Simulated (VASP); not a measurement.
Input of a VASP 6.6.1 run:

Contents of INCAR:

```
SYSTEM = Al
ALGO     = Normal         ! electronic algorithm
EDIFF    = 1E-6           ! SCF threshold, eV
ENCUT    = 520            ! plane-wave cutoff, eV
GGA      = RE             ! functional
ISIF     = 2              ! what is computed and relaxed
ISMEAR   = -1             ! smearing method
LASPH    = .TRUE.         ! aspherical terms in the spheres
LCHARG   = .TRUE.         ! write CHGCAR
LELF     = .TRUE.         ! ELF
LREAL    = .FALSE.        ! projectors in reciprocal space
LVHAR    = .TRUE.       
LWAVE    = .FALSE.        ! write WAVECAR
NBANDS   = 12             ! bands
NELM     = 80             ! most SCF steps
PREC     = Accurate       ! precision mode
SIGMA    = 0.1            ! smearing width, eV
```

File KPOINTS:

```
k-points
0
G
  9 9 12
  0 0 0
```

File POSCAR:

```
Al
1.0
    4.6050276972      0.0000000000      0.0000000000
   -2.3025138486      3.9880709709      0.0000000000
    0.0000000000      0.0000000000      2.8502826887
Al
3
Direct
    0.0000000000      0.0000000000      0.0000000000
    0.3333333333      0.6666666667      0.5000000000
    0.6666666667      0.3333333333      0.5000000000
```

Potentials or basis: VASP PAW PBE potentials, release 64 (Al).

Launch:

```sh
$ cat potpaw_PBE.64/Al/POTCAR > POTCAR
$ mpirun -np 1 vasp_std > vasp.out
```

(1) What does it give for the band gap on the k mesh?

(2) What does it give for the pressure?

## Answers

(1) zero (an odd number of electrons rules out a gap without spin polarisation).

(2) 0.0 GPa.

Caveat: the PAW data sets were made with another functional, which shifts forces and pressure a little.
